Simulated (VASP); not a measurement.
# CoNiO2: single point with PBEsol

CoNiO2:

```
Ni Co O
1.0
     3.01433    0.00000    0.00000
     0.00000    3.01433    0.00000
     0.00000    0.00000    4.22229
Ni Co O
1 1 2
Direct
  0.00000 0.00000 0.00000
  0.50000 0.50000 0.50000
  0.00000 0.00000 0.50000
  0.50000 0.50000 0.00000
```

* Program: VASP 6.6.1
* Task: single point
* Functional: PBEsol
* Potentials or basis: VASP PAW PBE potentials, release 64 (Ni, Co, O)
* Cutoff: 520 eV
* k mesh: 7 × 7 × 5
* Occupations: fermi-dirac, width 0.05 eV
* Spin: collinear spin, ferromagnetic start
* Starting moments: [0.733333, 1.46667, 0.0, 0.0] μB
* Fixed moment: 2.2 μB

```json
{
 "Pressure": "-15.5 GPa",
 "Net moment": "2.20 μB per cell",
 "Site moments": "Ni -0.46; Co +2.41; O +0.17, +0.04 μB",
 "Valence electrons inside the program's atomic spheres": "Ni 9.00; Co 7.81; O 4.92, 4.90"
}
```

Stress tensor (GPa, compression positive):
```
-16.07   0.00   0.00
  0.00 -16.07   0.00
  0.00   0.00 -14.44
```

It took 13 min on 1 thread of AMD EPYC 7R13, with other jobs on the host, peak memory 0.17 GiB.

Caveat: the PAW data sets were made with another functional, which shifts forces and pressure a little; the total moment is fixed, so each spin has its own Fermi level.
